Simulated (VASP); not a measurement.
# Zn (C2/m) in VASP: further runs, part 2 of 2

VASP 6.6.1.

## Step 4: Single point, PBE (strain +0.0300 x Voigt [0, 0, 0, 1, 0, 0])

Contents of INCAR:

```
PREC = Accurate
ENCUT = 520
EDIFF = 1E-7
ISMEAR = 0
SIGMA = 0.15
LREAL = F
LASPH = T
NELM = 100
ALGO = Fast
ISIF = 2
LWAVE = F
LCHARG = F
GGA = PE
NBANDS = 19
```

Contents of KPOINTS:

```
Automatic mesh
0
Gamma
  21 21 10
```

Contents of POSCAR:

```
Zn
1.0
    2.6647980532      0.0000000000      0.0000000000
   -1.3323990266      2.3077828100      0.0346167422
    0.0000000000      0.0742005000      4.9467000000
Zn
2
Direct
    0.3333333333      0.6666666667      0.2500000000
    0.6666666667      0.3333333333      0.7500000000
```

Potentials or basis: VASP PAW PBE potentials, release 64 (Zn).

Started as:

```bash
$ cat potpaw_PBE.64/Zn/POTCAR > POTCAR
$ mpirun -np 1 vasp_std > vasp.out
```

OUTCAR:

```text
PREC = Accurate
   ENCUT = 520
   EDIFF = 1E-7
   ISMEAR = 0
   LREAL = F
   LASPH = T
   NELM = 100
   ISIF = 2
   GGA = PE

 ion  position               nearest neighbor table
   1  0.333  0.667  0.250-   2 2.87   2 2.89   2 2.89   2 2.93   2 2.93   2 2.95
   2  0.667  0.333  0.750-   1 2.87   1 2.89   1 2.89   1 2.93   1 2.93   1 2.95

  LATTYP: Found a base centered monoclinic cell.
 ALAT       =     4.6160848419
 B/A-ratio  =     0.5772853282
 C/A-ratio  =     1.0717429687
 COS(beta)  =    -0.0299932515

  Lattice vectors:

 A1 = (  -1.3323990266,  -2.3077828100,  -0.0346167422)
 A2 = (   1.3323990266,  -2.3077828100,  -0.0346167422)
 A3 = (   0.0000000000,   0.0742005000,   4.9467000000)

Analysis of symmetry for initial positions (statically):
=====================================================================
 Subroutine PRICEL returns:
 Original cell was already a primitive cell.

 Routine SETGRP: Setting up the symmetry group for a
 base centered monoclinic supercell.

 Subroutine GETGRP returns: Found  4 space group operations
 (whereof  4 operations were pure point group operations)
 out of a pool of  4 trial point group operations.

The static configuration has the point symmetry C_2h.

Analysis of symmetry for dynamics (positions and initial velocities):
=====================================================================
 Subroutine PRICEL returns:
 Original cell was already a primitive cell.

 Routine SETGRP: Setting up the symmetry group for a
 base centered monoclinic supercell.

 Subroutine GETGRP returns: Found  4 space group operations
 (whereof  4 operations were pure point group operations)
 out of a pool of  4 trial point group operations.

The dynamic configuration has the point symmetry C_2h.

 Subroutine INISYM returns: Found  4 space group operations
 (whereof  4 operations are pure point group operations),
 and found     1 'primitive' translations

----------------------------------------------------------------------------------------

                                     Primitive cell

  volume of cell :      30.4142

  direct lattice vectors                    reciprocal lattice vectors
     2.664798053  0.000000000  0.000000000     0.375262958  0.216706929 -0.003250604
    -1.332399027  2.307782810  0.034616742     0.000000000  0.433413858 -0.006501208
     0.000000000  0.074200500  4.946700000     0.000000000 -0.003033007  0.202200467

  length of vectors
     2.664798053  2.665022886  4.947256472     0.433352913  0.433462614  0.202223213

  position of ions in fractional coordinates (direct lattice)
     0.333333333  0.666666667  0.250000000
     0.666666667  0.333333333  0.750000000

  ion indices of the primitive-cell ions
   primitive index   ion index
                 1           1
                 2           2

----------------------------------------------------------------------------------------

 KPOINTS: Automatic mesh

Automatic generation of k-mesh.
 Grid dimensions read from file:
 generate k-points for:   21   21   10

 Generating k-lattice:

  Cartesian coordinates                     Fractional coordinates (reciprocal lattice)
     0.017869665  0.010319378 -0.000154791     0.047619048  0.000000000  0.000000000
     0.000000000  0.020638755 -0.000309581     0.000000000  0.047619048  0.000000000
     0.000000000 -0.000303301  0.020220047     0.000000000  0.000000000  0.100000000

  Length of vectors
     0.020635853  0.020641077  0.020222321

  Shift w.r.t. Gamma in fractional coordinates (k-lattice)
     0.000000000  0.000000000  0.000000000

 Subroutine IBZKPT returns following result:
 ===========================================

 Found   1166 irreducible k-points:

 Following reciprocal coordinates:
            Coordinates               Weight
  0.000000  0.000000  0.000000      1.000000
  0.047619 -0.000000  0.000000      4.000000
  0.095238  0.000000  0.000000      4.000000
  0.142857 -0.000000 -0.000000      4.000000
  0.190476  0.000000  0.000000      4.000000
  0.238095  0.000000 -0.000000      4.000000
[... 16 lines left out ...]
 -0.476190  0.047619  0.000000      4.000000
 -0.428571  0.047619 -0.000000      4.000000
 [... further k-points ...]
   k-points           NKPTS =   1166   k-points in BZ     NKDIM =   1166   number of bands    NBANDS=     19
   number of dos      NEDOS =    301   number of ions     NIONS =      2
   total plane-waves  NPLWV =  16000
   dimension x,y,z NGX =    20 NGY =   20 NGZ =   40
   dimension x,y,z NGXF=    40 NGYF=   40 NGZF=   80
   ions per type =               2
   NGX,Y,Z   is equivalent  to a cutoff of  12.48, 12.48, 13.44 a.u.
   NGXF,Y,Z  is equivalent  to a cutoff of  24.95, 24.95, 26.88 a.u.
 SYSTEM =  unknown system
   PREC   = accura    normal or accurate (medium, high low for compatibility)
   ISTART =      0    job   : 0-new  1-cont  2-samecut
   ICHARG =      2    charge: 1-file 2-atom 10-const
   ISPIN  =      1    spin polarized calculation?
   LNONCOLLINEAR =      F non collinear calculations
   LSORBIT =      F    spin-orbit coupling
   LASPH  =      T    aspherical Exc in radial PAW
   ENCUT  =  520.0 eV  38.22 Ry    6.18 a.u.   4.95  4.96  9.20*2*pi/ulx,y,z
   NELM   =    100;   NELMIN=  2; NELMDL= -5     # of ELM steps
   EDIFF  = 0.1E-06   stopping-criterion for ELM
   LREAL  =      F    real-space projection
   EDIFFG = 0.1E-05   stopping-criterion for IOM
   NSW    =      0    number of steps for IOM
   IBRION =     -1    ionic relax: 0-MD 1-quasi-New 2-CG
   NFREE  =      0    steps in history (QN), initial steepest desc. (CG)
   ISIF   =      2    stress and relaxation
   ISYM   =      2    0-nonsym 1-usesym 2-fastsym
   POTIM  = 0.5000    time-step for ionic-motion
   TEBEG  =    0.0;   TEEND  =   0.0 temperature during run
   PSTRESS=    0.0 pullay stress
   NELECT =      24.0000    total number of electrons
   NUPDOWN=      -1.0000    fix difference up-down
   EMIN   =  10.00;   EMAX   =-10.00  energy-range for DOS
   EFERMI =   0.00;   METHOD = LEGACY
   ISMEAR =     0;   SIGMA  =   0.15  broadening in eV -4-tet -1-fermi 0-gaus
   EFERMI_NEDOS =   21; number of points for ismear=-14 and -15
   IALGO  =     68    algorithm
   IMIX   =      4    mixing-type and parameters
     AMIX     =   0.40;   BMIX     =  1.00
     AMIX_MAG =   1.60;   BMIX_MAG =  1.00
  volume/ion in A,a.u.               =      15.21       102.62
  Fermi-wavevector in a.u.,A,eV,Ry     =   1.512816  2.858808 31.138476  2.288613
  Thomas-Fermi vector in A             =   2.622690
   LORBIT       =      0    0 simple, 1 ext, 2 COOP (PROOUT), +10 PAW based schemes
   GGA     = PE    functional components
   LHFCALC =     F    Hartree Fock is set to
   AEXX    =    0.0000 exact exchange contribution
   IVDW    =     0    specifies the selected vdW correction
   LEPSILON=     F    determine dielectric tensor
   LRPA    =     F    only Hartree local field effects (RPA)
 non-spin polarized calculation
 RMM-DIIS sequential band-by-band and
 Gauss-broadening in eV      SIGMA  =   0.15
  energy-cutoff  :      520.00
  volume of cell :       30.41
 maximum number of plane-waves:       840
   NGX =  9   NGY =  9   NGZ = 19

 number of electron      24.0000009 magnetization

 Free energy of the ion-electron system (eV)
  ---------------------------------------------------
  ext. energy  EPLUGINS =         0.00000000
  ---------------------------------------------------
  free energy    TOTEN  =        -2.21298052 eV

  energy without entropy =       -2.20770985  energy(sigma->0) =       -2.21034519

 E-fermi :   3.1682     XC(G=0): -11.5526

 val. band max:        3.1663543650   @ k =  -0.4762  -0.0000   0.4000
 cond. band min:       3.1785350902   @ k =  -0.4286   0.1429  -0.0000
 fundamental gap:      0.0121807252
 Fermi energy:         3.1681836246

 k-point     1 :       0.0000    0.0000    0.0000
  band No.  band energies     occupation
      1      -7.2891      2.00000
      2      -5.4934      2.00000
      3      -4.8024      2.00000
      4      -4.5709      2.00000
      5      -4.5708      2.00000
      6      -4.5217      2.00000
[... 11 lines left out ...]
     18      22.1886      0.00000
     19      22.3423      0.00000
[... 485 lines left out ...]
 k-point    24 :      -0.4286    0.0476   -0.0000
  band No.  band energies     occupation
      1      -5.2504      2.00000
      2      -5.1703      2.00000
      3      -5.0033      2.00000
      4      -4.5508      2.00000
      5      -4.4740      2.00000
      6      -4.3999      2.00000
[... 11 lines left out ...]
     18      18.0710      0.00000
     19      18.4394      0.00000

 [... further k-points ...]

------------------------ aborting loop because EDIFF is reached ----------------------------------------

  FORCE on cell =-STRESS in cart. coord.  units (eV):
  Direction    XX          YY          ZZ          XY          YZ          ZX
  --------------------------------------------------------------------------------------
  -------------------------------------------------------------------------------------
  Total       -0.1555569     -0.0710052      0.2704374      0.0000000     -0.1470155      0.0000000
  in kB       -8.1945057     -3.7404470     14.2462410      0.0000000     -7.7445587      0.0000000
  external PRESSURE =       0.7704294 kB  Pullay stress =       0.0000000 kB

 VOLUME and BASIS-vectors are now :
 -----------------------------------------------------------------------------
  energy-cutoff  :      520.00
  volume of cell :       30.41
      direct lattice vectors                 reciprocal lattice vectors
     2.664798053  0.000000000  0.000000000     0.375262958  0.216706929 -0.003250604
    -1.332399027  2.307782810  0.034616742     0.000000000  0.433413858 -0.006501208
     0.000000000  0.074200500  4.946700000     0.000000000 -0.003033007  0.202200467

 POSITION                                       TOTAL-FORCE (eV/Angst)
 -----------------------------------------------------------------------------------
     -0.00000      1.55707      1.25975         0.000000     -0.004144      0.000125
      1.33240      0.82491      3.72156        -0.000000      0.004144     -0.000125
 -----------------------------------------------------------------------------------
    total drift:                                0.000000     -0.000000      0.000000

  FREE ENERGIE OF THE ION-ELECTRON SYSTEM (eV)
  ---------------------------------------------------
  free  energy   TOTEN  =        -2.2129805223 eV

  energy  without entropy=       -2.2077098546  energy(sigma->0) =       -2.21034519
```

stdout:

```text
POSCAR found type information on POSCAR Zn
 POSCAR found :  1 types and       2 ions
 scaLAPACK will be used
 LDA part: xc-table for (Slater+PW92), standard interpolation
[... 37 lines left out ...]
WARNING in EDDRMM: call to ZHEGV failed, returncode =   8  4     16
 num prob  num prob  num prob  num prob  num prob  num prob  num prob  num prob  num prob  num prob  num prob  num prob WARNING in EDDRMM: call to ZHEGV failed, returncode =   8  4     17
 num prob  num prob WARNING in EDDRMM: call to ZHEGV failed, returncode =   8  4     18
 num prob  num prob  num prob  num prob  num prob  num prob  num prob  num prob  num prob  num prob  num prob  num prob WARNING in EDDRMM: call to ZHEGV failed, returncode =   8  4     19
 num prob  num prob  num prob  num prob  num prob  num prob WARNING in EDDRMM: call to ZHEGV failed, returncode =   8  4     17
 num prob  num prob  num prob  num prob  num prob WARNING in EDDRMM: call to ZHEGV failed, returncode =   8  4     18
```

Run time: 14 min. Hardware: 1 thread of Oxide Virtual Turin-like, shared host; peak memory 0.56 GiB.

Results:

```yaml
Free_energy: -2.2130 eV
Pressure: 0.1 GPa
Largest_force: 0.004 eV/Å
Band_gap_on_the_k_mesh: zero (band 12 reaches 4.61 eV, above the bottom of band 13 at 0.08 eV)
```

Forces on the atoms (eV/Å):
```
Zn   0.000 -0.004  0.000
Zn   0.000  0.004  0.000
```

Caveat: the cell differs from its parent crystal (strain +0.0300 x Voigt [0, 0, 0, 1, 0, 0]).

## Step 5: The runs side by side

| cell | further INCAR settings | gap on the mesh (eV) | pressure (GPa) |
| --- | --- | --- | --- |
| a = 2.665, b = 2.665, c = 4.947 Å, angles 91.0, 90.0, 120.0°, 2 atoms | ALGO = Fast; EDIFF = 1e-06; NBANDS = 19 | none | 0.1 |
| a = 2.665, b = 2.665, c = 4.947 Å, angles 89.5, 90.0, 120.0°, 2 atoms | ALGO = Fast; EDIFF = 1e-06; NBANDS = 19 | none | 0.1 |
| a = 2.665, b = 2.665, c = 4.947 Å, angles 88.5, 90.0, 120.0°, 2 atoms | ALGO = Fast; EDIFF = 1e-07; NBANDS = 19 | none | 0.1 |

Alike in all rows: task single point; level PBE; potentials or basis VASP PAW PBE potentials, release 64 (Zn); no spin polarisation; k mesh 21 × 21 × 10; cutoff (eV) 520; smearing gaussian 0.15 eV.

Total energies depend on the potentials used, so only differences within one code and one set of settings carry meaning.
